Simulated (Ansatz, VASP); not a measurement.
**One calculation of Hf2BCl6, two programs**

```
CELL_PARAMETERS angstrom
0.00000 4.31570 4.31570
4.31570 0.00000 4.31570
4.31570 4.31570 0.00000
ATOMIC_POSITIONS crystal
Hf 0.25000 0.25000 0.25000
Hf 0.75000 0.75000 0.75000
B 0.00000 0.00000 0.00000
Cl 0.75393 0.24607 0.24607
Cl 0.24607 0.75393 0.75393
Cl 0.24607 0.75393 0.24607
Cl 0.75393 0.24607 0.75393
Cl 0.24607 0.24607 0.75393
Cl 0.75393 0.75393 0.24607
```

Change from the starting cell: ordered vacancies on the cation sites of perovskite (Fm-3m, No. 225).

Alike in both runs: task relaxation of cell and atoms; functional PBE; k mesh 8 × 8 × 8; occupations gaussian, width 0.1 eV; no spin polarisation.

|  | VASP | Ansatz |
| --- | --- | --- |
| version | VASP 6.6.1 | Ansatz 0.2.0 |
| potentials or method | VASP PAW PBE potentials, release 64 (Hf_pv, B, Cl), cutoff 600 eV | scalar-relativistic, plane waves, PAW |
| valence electrons in the cell | 65 | 97 |

```tsv
	VASP	Ansatz	Ansatz less VASP
gap on the k mesh at the Fermi level, each at its own relaxed structure (eV)	none	none	-
relaxed volume (Å³/atom)	17.78	17.87	+0.092
relaxed length of the cell vector where the two differ most in proportion (Å)	6.093	6.104	+0.0105
```

A gap of «none» marks a metal or a gap that the smearing closes. VASP's potentials hold 65 valence electrons a cell and Ansatz's 97, so a difference there can come from the potentials and not from the codes.

Spin-orbit coupling is off throughout.
